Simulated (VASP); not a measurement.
The system is Ir.

```
CELL_PARAMETERS angstrom
2.71419 0.00000 0.00000
-1.35710 2.35056 0.00000
0.00000 0.00000 4.40198
ATOMIC_POSITIONS crystal
Ir 0.33333 0.66667 0.25000
Ir 0.66667 0.33333 0.75000
```

Base run:

| Item | Value |
| --- | --- |
| Program | VASP 6.6.1 |
| Functional | PBEsol |
| Potentials or basis | VASP PAW PBE potentials, release 64 (Ir) |
| Cutoff | 520 eV |
| k mesh | 11 × 11 × 6 |
| Occupations | fermi-dirac, width 0.05 eV |
| Spin | no spin polarisation |

Its results: band gap on the k mesh zero (band 9 reaches 11.49 eV, above the bottom of band 10 at 8.18 eV); pressure 3.2 GPa.

Task: After a change of settings the same cell gave: band gap on the k mesh zero (band 9 reaches 11.45 eV, above the bottom of band 10 at 8.05 eV); pressure 9.0 GPa. Which change was it?
A. functional from PBEsol to r2SCAN
B. functional from PBEsol to PBE; further incar settings from ALGO = Normal; EDIFF = 1e-06; NBANDS = 16 to ALGO = Fast; EDIFF = 1e-06; NBANDS = 16
C. functional from PBEsol to LDA; potentials or basis from VASP PAW PBE potentials, release 64 (Ir) to VASP PAW LDA potentials, release 64 (Ir)
D. potentials or basis from VASP PAW PBE potentials, release 64 (Ir) to VASP PAW PBE potentials, release 64 (Ir_sv_GW); cutoff from 520 eV to 500 eV; further incar settings from ALGO = Normal; EDIFF = 1e-06; NBANDS = 16 to ALGO = Normal; EDIFF = 1e-06; NBANDS = 24; valence electrons from 18 to 34

Result: A.

Caveats: the PAW data sets were made with another functional, which shifts forces and pressure a little; spin-orbit coupling is left out, which moves the levels of the heavy elements.
